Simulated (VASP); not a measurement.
# ZnS (I-4m2) in VASP: notebook, part 2 of 2

VASP 6.6.1. Earlier steps stand in the parts before.

## (3) Single point, PBE

This run uses another cell than the first one, of the same volume but with other edges.

INCAR

```
PREC = Accurate
ENCUT = 520
EDIFF = 1E-7
ISMEAR = 0
SIGMA = 0.05
LREAL = False
LASPH = True
NELM = 80
ALGO = Normal
ISIF = 2
LWAVE = False
LCHARG = False
GGA = PE
NBANDS = 16
```

KPOINTS

```
regular mesh
0
Gamma
  10 10 10
```

POSCAR

```
ZnS
1.0
    0.0000000000      2.7808771056      2.5584069372
    2.7808771056      0.0000000000      2.5584069372
    2.7808771056      2.7808771056      0.0000000000
Zn S
1 1
Direct
    0.0000000000      0.0000000000      0.0000000000
    0.7500000000      0.7500000000      0.7500000000
```

Potentials or basis: VASP PAW PBE potentials, release 64 (Zn, S).

Command:

```
> cat potpaw_PBE.64/Zn/POTCAR potpaw_PBE.64/S/POTCAR > POTCAR
> mpirun -np 1 vasp_std > vasp.out
```

OUTCAR:

```text
PREC = Accurate
   ENCUT = 520
   EDIFF = 1E-7
   ISMEAR = 0
   LREAL = False
   LASPH = True
   NELM = 80
   ISIF = 2
   GGA = PE

 ion  position               nearest neighbor table
   1  0.000  0.000  0.000-   2 2.35   2 2.35   2 2.35   2 2.35
   2  0.750  0.750  0.750-   1 2.35   1 2.35   1 2.35   1 2.35

  LATTYP: Found a body centered tetragonal cell.
 ALAT       =     3.9327541180
 C/A-ratio  =     1.3010764774

  Lattice vectors:

 A1 = (   0.0000000000,  -2.7808771056,  -2.5584069372)
 A2 = (   0.0000000000,   2.7808771056,  -2.5584069372)
 A3 = (   2.7808771056,   0.0000000000,   2.5584069372)

Analysis of symmetry for initial positions (statically):
=====================================================================
 Subroutine PRICEL returns:
 Original cell was already a primitive cell.

 Routine SETGRP: Setting up the symmetry group for a
 body centered tetragonal supercell.

 Subroutine GETGRP returns: Found  8 space group operations
 (whereof  8 operations were pure point group operations)
 out of a pool of 16 trial point group operations.

The static configuration has the point symmetry D_2d.

[... 160 lines left out ...]
 E-fermi :   2.4551     XC(G=0):  -9.6234

 val. band max:        2.2322959824   @ k =   0.0000   0.0000   0.0000
 cond. band min:       4.1528948710   @ k =   0.0000   0.0000   0.0000
 fundamental gap:      1.9205988886
 Fermi energy:         2.4550926477

 k-point     1 :       0.0000    0.0000    0.0000
  band No.  band energies     occupation
      1     -11.0280      2.00000
      2      -4.2533      2.00000
      3      -4.2533      2.00000
      4      -4.2100      2.00000
      5      -3.7671      2.00000
      6      -3.7448      2.00000
[... 433 lines left out ...]
      3      -4.0207      2.00000
      4      -4.0099      2.00000
      5      -3.6907      2.00000
      6      -3.6799      2.00000
[... 8 lines left out ...]
     15      15.2410      0.00000
     16      18.0364      0.00000

 [... further k-points ...]

------------------------ aborting loop because EDIFF is reached ----------------------------------------

  FORCE on cell =-STRESS in cart. coord.  units (eV):
  Direction    XX          YY          ZZ          XY          YZ          ZX
  --------------------------------------------------------------------------------------
  -------------------------------------------------------------------------------------
  Total        0.1009779      0.1009779      0.8057461      0.0000000     -0.0000000     -0.0000000
  in kB        4.0885920      4.0885920     32.6246306      0.0000000     -0.0000000     -0.0000000
  external PRESSURE =      13.6006049 kB  Pullay stress =       0.0000000 kB

 VOLUME and BASIS-vectors are now :
 -----------------------------------------------------------------------------
  energy-cutoff  :      520.00
  volume of cell :       39.57
      direct lattice vectors                 reciprocal lattice vectors
     0.000000000  2.780877106  2.558406937    -0.179799387  0.179799387  0.195434117
     2.780877106  0.000000000  2.558406937     0.179799387 -0.179799387  0.195434117
     2.780877106  2.780877106  0.000000000     0.179799387  0.179799387 -0.195434117

 POSITION                                       TOTAL-FORCE (eV/Angst)
 -----------------------------------------------------------------------------------
      0.00000      0.00000      0.00000         0.000000      0.000000     -0.000000
      4.17132      4.17132      3.83761        -0.000000     -0.000000      0.000000
 -----------------------------------------------------------------------------------
    total drift:                               -0.000002     -0.000002     -0.000004

  FREE ENERGIE OF THE ION-ELECTRON SYSTEM (eV)
  ---------------------------------------------------
  free  energy   TOTEN  =        -6.8278692525 eV

  energy  without entropy=       -6.8278692525  energy(sigma->0) =       -6.82786925
```

stdout:

```text
POSCAR found type information on POSCAR ZnS
 POSCAR found :  2 types and       2 ions
 scaLAPACK will be used
 LDA part: xc-table for (Slater+PW92), standard interpolation
 POSCAR, INCAR and KPOINTS ok, starting setup
 FFT: planning ... GRIDC
 FFT: planning ... GRID_SOFT
 FFT: planning ... GRID
 WAVECAR not read
 entering main loop
```

Run time: 30 s. Hardware: 1 thread of Intel Xeon 6975P-C (Granite Rapids), shared host; peak memory 0.2 GiB.

Results:

```yaml
Free_energy: -6.8279 eV
Pressure: 1.4 GPa
Band_gap_on_the_k_mesh: 1.92 eV, direct
```

## (4) Single point, PBE

This run uses another cell than the first one, of the same volume but with other edges.

INCAR

```
ALGO = Normal ; EDIFF = 1E-6
ENCUT = 520 ; GGA = PE
ISIF = 2 ; ISMEAR = 0
LASPH = T ; LCHARG = F
LREAL = F ; LWAVE = F
NBANDS = 16 ; NELM = 60
PREC = Accurate ; SIGMA = 0.05
```

KPOINTS

```
k-points
0
Gamma
  10 10 10
```

POSCAR

```
ZnS
1.0
    0.0000000000      2.6200737179      2.8820810897
    2.6200737179      0.0000000000      2.8820810897
    2.6200737179      2.6200737179      0.0000000000
Zn S
1 1
Direct
    0.0000000000      0.0000000000      0.0000000000
    0.7500000000      0.7500000000      0.7500000000
```

Command:

```
> cat potpaw_PBE.64/Zn/POTCAR potpaw_PBE.64/S/POTCAR > POTCAR
> mpirun -np 1 vasp_std > vasp.out
```

Run time: 30 s. Hardware: 1 thread of Intel Xeon 6975P-C (Granite Rapids), shared host; peak memory 0.2 GiB.

The run converged. Its results:

```yaml
Free_energy: -6.8147 eV
Pressure: 1.3 GPa
Band_gap_on_the_k_mesh: 1.93 eV, direct
```

Stress tensor (GPa, compression positive):
```
 2.85  0.00  0.00
 0.00  2.85  0.00
 0.00  0.00 -1.72
```

Levels at points of the mesh, in eV from the valence-band top:
```
           k point  band 6  band 7  band 8  band 9  band 10  band 11  band 12  band 13
(0.00, 0.00, 0.00)   -5.95   -0.40    0.00    0.00     1.93     6.33     6.34     6.34
(0.50, 0.00, 0.00)   -5.76   -5.34   -1.25   -0.70     3.04     6.59     7.25     8.77
(0.50, 0.50, 0.00)   -5.85   -5.02   -1.97   -1.97     3.66     4.56    10.10    11.93
(0.50, 0.00, 0.50)   -5.70   -4.45   -2.56   -2.36     3.15     3.67    11.07    11.09
```

## (5) Single point, PBE

This run uses another cell than the first one, of the same volume but with other edges.

INCAR

```
  PREC = Accurate
  ENCUT = 520
  EDIFF = 1E-7
  ISMEAR = 0
  SIGMA = 0.05
  LREAL = F
  LASPH = T
  NELM = 60
  ALGO = Normal
  ISIF = 2
  LWAVE = F
  LCHARG = T
  GGA = PE
  LELF = T
  LVHAR = T
  NBANDS = 16
```

KPOINTS

```
Automatic mesh
0
Gamma
  10 10 10
```

POSCAR

```
ZnS
1.0
    0.0000000000      3.1222903507      2.0294887280
    3.1222903507      0.0000000000      2.0294887280
    3.1222903507      3.1222903507      0.0000000000
Zn S
1 1
Direct
    0.0000000000      0.0000000000      0.0000000000
    0.7500000000      0.7500000000      0.7500000000
```

Command:

```
> cat potpaw_PBE.64/Zn/POTCAR potpaw_PBE.64/S/POTCAR > POTCAR
> mpirun -np 1 vasp_std > vasp.out
```

Run time: 38 s. Hardware: 1 thread of Intel Xeon 6975P-C (Granite Rapids), shared host; peak memory 0.2 GiB.

The run converged. Its results:

| Property | Result |
| --- | --- |
| Free energy | -6.4508 eV |
| Pressure | -2.9 GPa |
| Band gap on the k mesh | 0.94 eV, indirect (least direct gap 1.03 eV) |

Stress tensor (GPa, compression positive):
```
-6.36  0.00  0.00
 0.00 -6.36  0.00
 0.00  0.00  3.95
```

Levels at points of the mesh, in eV from the valence-band top:
| k point | band 7 | band 8 | band 9 | band 10 | band 11 | band 12 |
| --- | --- | --- | --- | --- | --- | --- |
| (0.00, 0.00, 0.00) | -0.92 | -0.92 | 0.00 | 1.03 | 7.19 | 7.30 |
| (0.50, 0.00, 0.00) | -5.11 | -2.00 | -0.84 | 1.68 | 5.16 | 7.63 |
| (0.50, 0.50, 0.00) | -3.71 | -3.71 | -2.92 | 0.94 | 2.96 | 10.94 |
| (0.50, 0.00, 0.50) | -5.39 | -1.53 | -1.05 | 3.99 | 5.59 | 8.31 |

## (6) Single point, PBE

This run uses another cell than the first one, of the same volume but with other edges.

INCAR

```
  PREC = Accurate
  ENCUT = 520
  EDIFF = 1E-6
  ISMEAR = 0
  SIGMA = 0.05
  LREAL = False
  LASPH = True
  NELM = 80
  ALGO = Normal
  ISIF = 2
  LWAVE = False
  LCHARG = False
  GGA = PE
  NBANDS = 16
```

KPOINTS is that of step 5.

POSCAR

```
ZnS
1.0
    0.0000000000      2.3627294039      3.5440941059
    2.3627294039      0.0000000000      3.5440941059
    2.3627294039      2.3627294039      0.0000000000
Zn S
1 1
Direct
    0.0000000000      0.0000000000      0.0000000000
    0.7500000000      0.7500000000      0.7500000000
```

Potentials or basis: VASP PAW PBE potentials, release 64 (Zn, S).

Command:

```
> cat potpaw_PBE.64/Zn/POTCAR potpaw_PBE.64/S/POTCAR > POTCAR
> mpirun -np 1 vasp_std > vasp.out
```

It took 25 s on 1 thread of Intel Xeon 6975P-C (Granite Rapids), shared host; peak memory 0.2 GiB.

Results (log left out):

```yaml
Free_energy: -5.9878 eV
Pressure: -0.8 GPa
Band_gap_on_the_k_mesh: zero (band 9 reaches 3.00 eV, above the bottom of band 10 at 2.91 eV)
```

Stress tensor (GPa, compression positive):
```
  9.32   0.00   0.00
  0.00   9.32   0.00
  0.00   0.00 -20.94
```

Levels at points of the mesh, in eV from the Fermi level:
| k point | band 7 | band 8 | band 9 | band 10 | band 11 | band 12 |
| --- | --- | --- | --- | --- | --- | --- |
| (0.00, 0.00, 0.00) | -2.74 | -0.28 | -0.13 | -0.13 | 6.46 | 6.49 |
| (0.50, 0.00, 0.00) | -5.67 | -2.89 | -0.18 | 0.59 | 6.48 | 7.44 |
| (0.50, 0.50, 0.00) | -6.77 | -1.20 | -1.20 | 4.53 | 5.23 | 7.12 |
| (0.50, 0.00, 0.50) | -4.33 | -3.55 | -2.94 | 2.03 | 2.23 | 7.13 |

## (7) Single point, PBE

This run uses another cell than the first one, of the same volume but with other edges.

INCAR

```
ALGO = Normal ; EDIFF = 1E-6
ENCUT = 520 ; GGA = PE
ISIF = 2 ; ISMEAR = 0
LASPH = True ; LCHARG = False
LREAL = False ; LWAVE = False
NBANDS = 16 ; NELM = 100
PREC = Accurate ; SIGMA = 0.05
```

KPOINTS

```
k-points
0
Gamma
  10 10 10
```

POSCAR

```
ZnS
1.0
    0.0000000000      2.7417046046      2.6320364204
    2.7417046046      0.0000000000      2.6320364204
    2.7417046046      2.7417046046      0.0000000000
Zn S
1 1
Direct
    0.0000000000      0.0000000000      0.0000000000
    0.7500000000      0.7500000000      0.7500000000
```

Command:

```
> cat potpaw_PBE.64/Zn/POTCAR potpaw_PBE.64/S/POTCAR > POTCAR
> mpirun -np 1 vasp_std > vasp.out
```

Run time: 25 s. Hardware: 1 thread of Intel Xeon 6975P-C (Granite Rapids), shared host; peak memory 0.19 GiB.

It converged, with:

| Quantity | Value |
| --- | --- |
| Free energy | -6.8433 eV |
| Pressure | 1.5 GPa |
| Band gap on the k mesh | 2.01 eV, direct |

Stress tensor (GPa, compression positive):
```
0.99 0.00 0.00
0.00 0.99 0.00
0.00 0.00 2.51
```

Levels at points of the mesh, in eV from the valence-band top:
| k point | band 5 | band 6 | band 7 | band 8 | band 9 | band 10 | band 11 | band 12 | band 13 | band 14 |
| --- | --- | --- | --- | --- | --- | --- | --- | --- | --- | --- |
| (0.00, 0.00, 0.00) | -5.92 | -5.91 | -0.13 | -0.13 | 0.00 | 2.01 | 6.32 | 6.32 | 6.33 | 11.34 |
| (0.50, 0.00, 0.00) | -5.88 | -5.72 | -5.35 | -1.05 | -0.84 | 3.20 | 6.67 | 7.05 | 8.79 | 12.04 |
| (0.50, 0.50, 0.00) | -5.84 | -5.66 | -4.47 | -2.43 | -2.43 | 3.20 | 3.73 | 11.17 | 11.81 | 11.81 |
| (0.50, 0.00, 0.50) | -5.85 | -5.72 | -4.71 | -2.26 | -2.17 | 3.40 | 4.13 | 10.71 | 11.67 | 11.97 |

## (8) Summary

```csv
cell,gap on the mesh (eV),pressure (GPa)
"a = 4.064, b = 4.064, c = 3.505 Å, angles 64.5, 64.5, 51.1°, 2 atoms",1.19,0.2
"a = 3.779, b = 3.779, c = 3.933 Å, angles 58.6, 58.6, 62.7°, 2 atoms",1.92,1.4
"a = 3.895, b = 3.895, c = 3.705 Å, angles 61.6, 61.6, 56.8°, 2 atoms",1.93,1.3
"a = 3.724, b = 3.724, c = 4.416 Å, angles 53.6, 53.6, 72.7°, 2 atoms",0.94,-2.9
"a = 4.259, b = 4.259, c = 3.341 Å, angles 66.9, 66.9, 46.2°, 2 atoms",none,-0.8
"a = 3.801, b = 3.801, c = 3.877 Å, angles 59.3, 59.3, 61.3°, 2 atoms",2.01,1.5
```

Alike in all rows: task single point; level PBE; potentials or basis VASP PAW PBE potentials, release 64 (Zn, S); no spin polarisation; k mesh 10 × 10 × 10; cutoff (eV) 520; smearing gaussian 0.05 eV.

Total energies depend on the potentials used, so only differences within one code and one set of settings carry meaning.
